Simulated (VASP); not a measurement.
# Pt (Im-3m) in VASP: a series of runs

The runs below take Pt through single point, relaxation of cell and atoms, with BLYP.

Program: VASP 6.6.1. These are calculated values, not measurements. Logs are shortened: lines on timing, memory, paths and dates and some standing lists are left out, and cuts for length are marked.

**1. The cell of the first run**

Symmetry: Im-3m, No. 229, cubic system. The conventional cell has a = 3.231 Å, b = 3.231 Å, c = 3.231 Å, α = 90.00°, β = 90.00°, γ = 90.00°. Within 3.7 Å of Pt (site symmetry m-3m) lie 14 Pt at 2.80 to 3.23 Å.

**2. Single point, BLYP**

Input file INCAR:

```
SYSTEM = Pt
AGGAC = 1.0
AGGAX = 1.0
ALDAC = 0.0
ALDAX = 1.0
ALGO = Normal
EDIFF = 1E-7
ENCUT = 520
GGA = B5
ISIF = 2
ISMEAR = -1
LASPH = .True.
LCHARG = .True.
LELF = .True.
LREAL = .False.
LVHAR = .True.
LWAVE = .False.
NBANDS = 11
NELM = 60
PREC = Accurate
SIGMA = 0.1
```

Input file KPOINTS:

```
k-points
0
Gamma
  22 22 22
  0 0 0
```

Input file POSCAR:

```
Pt
1.0
   -1.6152601613      1.6152601613      1.6152601613
    1.6152601613     -1.6152601613      1.6152601613
    1.6152601613      1.6152601613     -1.6152601613
Pt
1
Direct
    0.0000000000      0.0000000000      0.0000000000
```

Potentials or basis: VASP PAW PBE potentials, release 64 (Pt).

The run is started by

```bash
> cat potpaw_PBE.64/Pt/POTCAR > POTCAR
> mpirun -np 1 vasp_std > vasp.out
```

OUTCAR:

```text
SYSTEM = Pt
   EDIFF = 1E-7
   ENCUT = 520
   GGA = B5
   ISIF = 2
   ISMEAR = -1
   LASPH = .True.
   LREAL = .False.
   NELM = 60
   PREC = Accurate

 ion  position               nearest neighbor table
   1  0.000  0.000  0.000-

  LATTYP: Found a body centered cubic cell.
 ALAT       =     3.2305203226

  Lattice vectors:

 A1 = (  -1.6152601613,   1.6152601613,   1.6152601613)
 A2 = (   1.6152601613,  -1.6152601613,   1.6152601613)
 A3 = (   1.6152601613,   1.6152601613,  -1.6152601613)

Analysis of symmetry for initial positions (statically):
=====================================================================
 Subroutine PRICEL returns:
 Original cell was already a primitive cell.

 Routine SETGRP: Setting up the symmetry group for a
 body centered cubic supercell.

 Subroutine GETGRP returns: Found 48 space group operations
 (whereof 48 operations were pure point group operations)
 out of a pool of 48 trial point group operations.

The static configuration has the point symmetry O_h .

Analysis of symmetry for dynamics (positions and initial velocities):
=====================================================================
 Subroutine PRICEL returns:
 Original cell was already a primitive cell.

 Routine SETGRP: Setting up the symmetry group for a
 body centered cubic supercell.

 Subroutine GETGRP returns: Found 48 space group operations
 (whereof 48 operations were pure point group operations)
 out of a pool of 48 trial point group operations.

The dynamic configuration has the point symmetry O_h .

 Subroutine INISYM returns: Found 48 space group operations
 (whereof 48 operations are pure point group operations),
 and found     1 'primitive' translations

----------------------------------------------------------------------------------------

                                     Primitive cell

  volume of cell :      16.8573

  direct lattice vectors                    reciprocal lattice vectors
    -1.615260161  1.615260161  1.615260161     0.000000000  0.309547658  0.309547658
     1.615260161 -1.615260161  1.615260161     0.309547658  0.000000000  0.309547658
     1.615260161  1.615260161 -1.615260161     0.309547658  0.309547658  0.000000000

  length of vectors
     2.797712667  2.797712667  2.797712667     0.437766496  0.437766496  0.437766496

  position of ions in fractional coordinates (direct lattice)
     0.000000000  0.000000000  0.000000000

  ion indices of the primitive-cell ions
   primitive index   ion index
                 1           1

----------------------------------------------------------------------------------------

 KPOINTS: k-points

Automatic generation of k-mesh.
 Grid dimensions read from file:
 generate k-points for:   22   22   22

 Generating k-lattice:

  Cartesian coordinates                     Fractional coordinates (reciprocal lattice)
     0.000000000  0.014070348  0.014070348     0.045454545  0.000000000  0.000000000
     0.014070348  0.000000000  0.014070348     0.000000000  0.045454545  0.000000000
     0.014070348  0.014070348  0.000000000     0.000000000  0.000000000  0.045454545

  Length of vectors
     0.019898477  0.019898477  0.019898477

  Shift w.r.t. Gamma in fractional coordinates (k-lattice)
     0.000000000  0.000000000  0.000000000

 Subroutine IBZKPT returns following result:
 ===========================================

 Found    328 irreducible k-points:

 Following reciprocal coordinates:
            Coordinates               Weight
  0.000000  0.000000  0.000000      1.000000
  0.045455  0.000000  0.000000     12.000000
  0.090909  0.000000  0.000000     12.000000
  0.136364  0.000000  0.000000     12.000000
  0.181818  0.000000  0.000000     12.000000
  0.227273  0.000000  0.000000     12.000000
[... 16 lines left out ...]
  0.090909  0.090909  0.000000     24.000000
  0.136364  0.090909  0.000000     48.000000
 [... further k-points ...]
   k-points           NKPTS =    328   k-points in BZ     NKDIM =    328   number of bands    NBANDS=     11
   number of dos      NEDOS =    301   number of ions     NIONS =      1
   total plane-waves  NPLWV =  13824
   dimension x,y,z NGX =    24 NGY =   24 NGZ =   24
   dimension x,y,z NGXF=    48 NGYF=   48 NGZF=   48
   ions per type =               1
   NGX,Y,Z   is equivalent  to a cutoff of  14.26, 14.26, 14.26 a.u.
   NGXF,Y,Z  is equivalent  to a cutoff of  28.52, 28.52, 28.52 a.u.
 SYSTEM =  Pt
   PREC   = accura    normal or accurate (medium, high low for compatibility)
   ISTART =      0    job   : 0-new  1-cont  2-samecut
   ICHARG =      2    charge: 1-file 2-atom 10-const
   ISPIN  =      1    spin polarized calculation?
   LNONCOLLINEAR =      F non collinear calculations
   LSORBIT =      F    spin-orbit coupling
   LASPH  =      T    aspherical Exc in radial PAW
   ENCUT  =  520.0 eV  38.22 Ry    6.18 a.u.   5.20  5.20  5.20*2*pi/ulx,y,z
   NELM   =     60;   NELMIN=  2; NELMDL= -5     # of ELM steps
[... 27 lines left out ...]
   AEXX    =    0.0000 exact exchange contribution
   IVDW    =     0    specifies the selected vdW correction
   LEPSILON=     F    determine dielectric tensor
   LRPA    =     F    only Hartree local field effects (RPA)
 non-spin polarized calculation
  energy-cutoff  :      520.00
  volume of cell :       16.86
 maximum number of plane-waves:       470
 NGX is ok and might be reduce to    24
   NGX = 11   NGY = 11   NGZ = 11

 number of electron      10.0000001 magnetization

 Free energy of the ion-electron system (eV)
  ---------------------------------------------------
  ext. energy  EPLUGINS =         0.00000000
  ---------------------------------------------------
  free energy    TOTEN  =        -4.94837416 eV

  energy without entropy =       -4.90984479  energy(sigma->0) =       -4.92910947

 E-fermi :   9.6711     XC(G=0): -12.1493

 val. band max:        9.6708748580   @ k =  -0.3636   0.4545   0.1364
 cond. band min:       9.6733161850   @ k =  -0.4091   0.4091   0.0455
 fundamental gap:      0.0024413271
 Fermi energy:         9.6710815021

 k-point     1 :       0.0000    0.0000    0.0000
  band No.  band energies     occupation
      1       0.9495      2.00000
      2       6.4914      2.00000
      3       6.4914      2.00000
      4       6.4915      2.00000
      5       8.7534      1.99979
      6       8.7534      1.99979
      7      27.0151      0.00000
      8      27.0151      0.00000
      9      27.0151      0.00000
     10      35.7799      0.00000
     11      35.7800      0.00000

 k-point     2 :       0.0455    0.0000    0.0000
  band No.  band energies     occupation
      1       1.0292      2.00000
      2       6.4623      2.00000
      3       6.4930      2.00000
      4       6.5531      2.00000
      5       8.7155      1.99986
      6       8.7554      1.99979
      7      27.0510      0.00000
      8      27.0662      0.00000
      9      27.1284      0.00000
     10      34.4786      0.00000
     11      34.7584      0.00000

 k-point     3 :       0.0909    0.0000    0.0000
  band No.  band energies     occupation
      1       1.2641      2.00000
      2       6.3781      2.00000
      3       6.4947      2.00000
      4       6.7359      2.00000
      5       8.6166      1.99995
      6       8.7618      1.99978
      7      27.1194      0.00000
      8      27.1448      0.00000
      9      27.4627      0.00000
     10      33.1525      0.00000
     11      33.2557      0.00000

 k-point     4 :       0.1364    0.0000    0.0000
  band No.  band energies     occupation
      1       1.6404      2.00000
      2       6.2485      2.00000
      3       6.4917      2.00000
      4       7.0341      2.00000
      5       8.4956      1.99998
      6       8.7742      1.99975
      7      26.9775      0.00000
      8      27.0903      0.00000
      9      28.0021      0.00000
     10      31.9370      0.00000
     11      32.2245      0.00000
[... 239 lines left out ...]
 k-point    22 :       0.4545    0.0455    0.0000
  band No.  band energies     occupation
      1       3.7864      2.00000
      2       5.2501      2.00000
      3       8.5499      1.99997
      4       8.8732      1.99931
      5       9.8920      0.19793
      6      11.1127      0.00000
      7      15.5676      0.00000
      8      23.1642      0.00000
      9      24.8565      0.00000
     10      33.3967      0.00000
     11      33.8446      0.00000

 k-point    23 :       0.0909    0.0909    0.0000
  band No.  band energies     occupation
      1       1.8606      2.00000
      2       6.2536      2.00000
      3       6.3620      2.00000
      4       7.2619      2.00000
      5       8.4090      1.99999
      6       8.8106      1.99963
      7      26.8731      0.00000
      8      27.2303      0.00000
      9      27.9095      0.00000
     10      30.7234      0.00000
     11      32.2986      0.00000

 k-point    24 :       0.1364    0.0909    0.0000
  band No.  band energies     occupation
      1       2.3408      2.00000
      2       6.1173      2.00000
      3       6.3086      2.00000
      4       7.6983      2.00000
      5       8.3086      2.00000
      6       8.8532      1.99944
      7      26.1920      0.00000
      8      26.5968      0.00000
      9      28.4082      0.00000
     10      29.7424      0.00000
     11      32.0305      0.00000

 [... further k-points ...]
[... 5 lines left out ...]
  --------------------------------------------------------------------------------------
  -------------------------------------------------------------------------------------
  Total        0.0925925      0.0925925      0.0925925      0.0000000     -0.0000000      0.0000000
  in kB        8.8003322      8.8003322      8.8003322      0.0000000     -0.0000000      0.0000000
  external PRESSURE =       8.8003322 kB  Pullay stress =       0.0000000 kB

 VOLUME and BASIS-vectors are now :
 -----------------------------------------------------------------------------
  energy-cutoff  :      520.00
  volume of cell :       16.86
      direct lattice vectors                 reciprocal lattice vectors
    -1.615260161  1.615260161  1.615260161     0.000000000  0.309547658  0.309547658
     1.615260161 -1.615260161  1.615260161     0.309547658  0.000000000  0.309547658
     1.615260161  1.615260161 -1.615260161     0.309547658  0.309547658  0.000000000

 POSITION                                       TOTAL-FORCE (eV/Angst)
 -----------------------------------------------------------------------------------
      0.00000      0.00000      0.00000         0.000000      0.000000     -0.000000
 -----------------------------------------------------------------------------------
    total drift:                               -0.000000      0.000000     -0.000000

  FREE ENERGIE OF THE ION-ELECTRON SYSTEM (eV)
  ---------------------------------------------------
  free  energy   TOTEN  =        -4.9483741580 eV

  energy  without entropy=       -4.9098447871  energy(sigma->0) =       -4.92910947
```

Run time: 22 s. Hardware: 1 thread of Intel Xeon 6975P-C (Granite Rapids), shared host; peak memory 0.18 GiB.

What came out:

```
Free energy            : -4.9484 eV
Pressure               : 0.9 GPa
Band gap on the k mesh : zero (band 5 reaches 10.57 eV, above the bottom of band 6 at 8.62 eV)
```

Caveat: the PAW data sets were made with another functional, which shifts forces and pressure a little; spin-orbit coupling is left out, which moves the levels of the heavy elements.

**3. Single point, BLYP (volume scaled by 0.92)**

Input file INCAR:

```
AGGAC = 1.0 ; AGGAX = 1.0
ALDAC = 0.0 ; ALDAX = 1.0
ALGO = Normal ; EDIFF = 1E-6
ENCUT = 500 ; GGA = B5
GGA_COMPAT = F ; ISIF = 2
ISMEAR = -1 ; LASPH = T
LCHARG = F ; LREAL = F
LWAVE = F ; NBANDS = 15
NELM = 120 ; PREC = Accurate
SIGMA = 0.1
```

Input file KPOINTS:

```
k-points
0
Gamma
  15 15 15
```

Input file POSCAR:

```
Pt
1.0
   -1.5709839843      1.5709839843      1.5709839843
    1.5709839843     -1.5709839843      1.5709839843
    1.5709839843      1.5709839843     -1.5709839843
Pt
1
Direct
    0.0000000000      0.0000000000      0.0000000000
```

Potentials or basis: VASP PAW PBE potentials, release 64 (Pt_sv_GW).

The run is started by

```bash
> cat potpaw_PBE.64/Pt_sv_GW/POTCAR > POTCAR
> mpirun -np 1 vasp_std > vasp.out
```

Wall time 16 s (1 thread of AMD EPYC 9R45 (Zen 5), shared host); peak memory 0.12 GiB.

The run converged. Its results:

- Free energy: -4.9202 eV
- Pressure: 18.0 GPa
- Band gap on the k mesh: zero (band 9 reaches 11.59 eV, above the bottom of band 10 at 9.41 eV)

Levels at points of the mesh, in eV from the Fermi level:
```
           k point  band 5  band 6  band 7  band 8  band 9  band 10  band 11  band 12  band 13  band 14
(0.00, 0.00, 0.00)   -9.53   -3.63   -3.63   -3.63   -1.08    -1.08    17.32    17.32    17.32    27.78
```

Caveat: the cell differs from its parent crystal (volume scaled by 0.92); the PAW data sets were made with another functional, which shifts forces and pressure a little; spin-orbit coupling is left out, which moves the levels of the heavy elements.

**4. Single point, BLYP**

Input file INCAR:

```
PREC = Accurate
ENCUT = 500
EDIFF = 1E-6
ISMEAR = -1
SIGMA = 0.1
LREAL = False
LASPH = True
NELM = 120
ALGO = Normal
ISIF = 2
LWAVE = False
LCHARG = False
GGA = B5
ALDAX = 1.0
AGGAX = 1.0
AGGAC = 1.0
ALDAC = 0.0
NBANDS = 15
GGA_COMPAT = False
```

Input file KPOINTS:

```
regular mesh
0
Gamma
  15 15 15
```

Input file POSCAR:

```
Pt
1.0
   -1.6152601613      1.6152601613      1.6152601613
    1.6152601613     -1.6152601613      1.6152601613
    1.6152601613      1.6152601613     -1.6152601613
Pt
1
Direct
    0.0000000000      0.0000000000      0.0000000000
```

The run is started by

```bash
> cat potpaw_PBE.64/Pt_sv_GW/POTCAR > POTCAR
> mpirun -np 1 vasp_std > vasp.out
```

Run time: 26 s. Hardware: 1 thread of AMD EPYC 9R45 (Zen 5), shared host; peak memory 0.11 GiB.

Results (log left out):

| Quantity | Value |
| --- | --- |
| Free energy | -5.0051 eV |
| Pressure | -2.0 GPa |
| Band gap on the k mesh | zero (band 9 reaches 10.03 eV, above the bottom of band 10 at 8.16 eV) |

Levels at points of the mesh, in eV from the Fermi level:
```
           k point  band 7  band 8  band 9  band 10  band 11  band 12
(0.00, 0.00, 0.00)   -3.19   -3.19   -0.94    -0.94    17.32    17.32
```

Caveat: the PAW data sets were made with another functional, which shifts forces and pressure a little; spin-orbit coupling is left out, which moves the levels of the heavy elements.

**5. Single point, BLYP (volume scaled by 0.96)**

INCAR is that of step 4.

Input file KPOINTS:

```
Automatic mesh
0
Gamma
  15 15 15
```

Input file POSCAR:

```
Pt
1.0
   -1.5934296452      1.5934296452      1.5934296452
    1.5934296452     -1.5934296452      1.5934296452
    1.5934296452      1.5934296452     -1.5934296452
Pt
1
Direct
    0.0000000000      0.0000000000      0.0000000000
```

The run is started by

```bash
> cat potpaw_PBE.64/Pt_sv_GW/POTCAR > POTCAR
> mpirun -np 1 vasp_std > vasp.out
```

Run time: 31 s. Hardware: 1 thread of AMD EPYC 9R45 (Zen 5), shared host; peak memory 0.11 GiB.

It converged, with:

```
Free energy            : -4.9838 eV
Pressure               : 6.7 GPa
Band gap on the k mesh : zero (band 9 reaches 10.78 eV, above the bottom of band 10 at 8.76 eV)
```

Levels at points of the mesh, in eV from the Fermi level:
```tsv
k point	band 6	band 7	band 8	band 9	band 10	band 11	band 12	band 13
(0.00, 0.00, 0.00)	-3.40	-3.40	-3.40	-1.01	-1.01	17.32	17.32	17.32
```

Caveat: the cell differs from its parent crystal (volume scaled by 0.96); the PAW data sets were made with another functional, which shifts forces and pressure a little; spin-orbit coupling is left out, which moves the levels of the heavy elements.

**6. Relaxation of cell and atoms, BLYP**

This run uses another cell than the first one, of 15.09 Å³/atom, 0.895 times its volume.

Input file INCAR:

```
SYSTEM = Pt
PREC = Accurate ; ENCUT = 500
EDIFF = 1E-7 ; ISMEAR = -1
SIGMA = 0.1 ; LREAL = .False.
LASPH = .True. ; NELM = 120
ALGO = Normal ; ISIF = 3
LWAVE = .False. ; LCHARG = .False.
GGA = B5 ; ALDAX = 1.0
AGGAX = 1.0 ; AGGAC = 1.0
ALDAC = 0.0 ; IBRION = 2
NSW = 80 ; EDIFFG = -0.01
GGA_COMPAT = .False. ; NELMIN = 4
```

Input file KPOINTS:

```
Automatic mesh
0
Gamma
  14 14 14
  0 0 0
```

Input file POSCAR:

```
Pt
1.0
   -1.5568832667      1.5568832667      1.5568832667
    1.5568832667     -1.5568832667      1.5568832667
    1.5568832667      1.5568832667     -1.5568832667
Pt
1
Direct
    0.0000000000      0.0000000000      0.0000000000
```

Potentials or basis: VASP PAW PBE potentials, release 64 (Pt_sv_GW).

The run is started by

```bash
> cat potpaw_PBE.64/Pt_sv_GW/POTCAR > POTCAR
> mpirun -np 1 vasp_std > vasp.out
```

Wall time 1.7 min (1 thread of Intel Xeon Platinum 8375C at 2.90GHz (Ice Lake), shared host); peak memory 0.15 GiB.

The run converged. Its results:

- Free energy: -4.9636 eV
- Relaxed volume: 16.69 Å³/atom
- Relaxed cell: a = 2.789 Å, b = 2.789 Å, c = 2.789 Å, α = 109.47°, β = 109.47°, γ = 109.47°
- Space group after relaxing (to 0.05 Å): Im-3m (No. 229)
- Energy gained by relaxing: 119.6 meV/atom
- Ionic steps: 5
- Pressure after relaxing: 0.0 GPa
- Band gap on the k mesh: zero (band 9 reaches 10.27 eV, above the bottom of band 10 at 8.30 eV)

The path:
```csv
step,energy change (eV),largest force (eV/Å),pressure (GPa),volume (Å³)
1,0.0000,0.0000,26.79,15.09
2,0.3261,0.0000,-23.27,21.31
3,-0.1184,0.0000,-2.06,16.87
4,-0.1195,0.0000,-0.38,16.73
5,-0.1196,0.0000,0.02,16.69
```

Final structure:
```cif
data_structure
_symmetry_space_group_name_H-M 'P 1'
_symmetry_Int_Tables_number 1
_cell_length_a 2.7886
_cell_length_b 2.7886
_cell_length_c 2.7886
_cell_angle_alpha 109.471
_cell_angle_beta 109.471
_cell_angle_gamma 109.471
_cell_volume 16.69
loop_
_atom_site_label
_atom_site_type_symbol
_atom_site_fract_x
_atom_site_fract_y
_atom_site_fract_z
_atom_site_occupancy
Pt1 Pt 0.00000 0.00000 0.00000 1
```

Levels at points of the mesh, in eV from the Fermi level:
```
           k point  band 7  band 8  band 9  band 10  band 11  band 12
(0.00, 0.00, 0.00)   -3.20   -3.20   -0.91    -0.91    17.36    17.36
(0.50, 0.00, 0.00)   -1.09   -0.64    0.75     0.95     5.88    13.52
(0.50, 0.50, 0.50)    0.48    0.48    0.48     7.76     7.76     7.76
```

Caveat: the PAW data sets were made with another functional, which shifts forces and pressure a little; spin-orbit coupling is left out, which moves the levels of the heavy elements.

**7. Overview**

```tsv
task	potentials or basis	cell	k mesh	cutoff (eV)	second run	gap on the mesh (eV)	pressure (GPa)
single point	VASP PAW PBE potentials, release 64 (Pt)	a = 2.798 Å, angles 109.5°, 1 atom	22 × 22 × 22	520	-	none	0.9
single point	VASP PAW PBE potentials, release 64 (Pt_sv_GW)	a = 2.721 Å, angles 109.5°, 1 atom	15 × 15 × 15	500	valence_matched	none	18.0
single point	VASP PAW PBE potentials, release 64 (Pt_sv_GW)	a = 2.798 Å, angles 109.5°, 1 atom	15 × 15 × 15	500	valence_matched	none	-2.0
single point	VASP PAW PBE potentials, release 64 (Pt_sv_GW)	a = 2.760 Å, angles 109.5°, 1 atom	15 × 15 × 15	500	valence_matched	none	6.7
relaxation of cell and atoms	VASP PAW PBE potentials, release 64 (Pt_sv_GW)	relaxed from a = 2.697 Å, angles 109.5°, 1 atom	14 × 14 × 14	500	valence_matched	none	0.0
```

Alike in all rows: level BLYP; no spin polarisation; smearing fermi-dirac 0.1 eV.

Caveats: the PAW data sets were made with another functional, which shifts forces and pressure a little; spin-orbit coupling is left out, which moves the levels of the heavy elements.

Absolute energies hang on the potentials; compare differences alone.
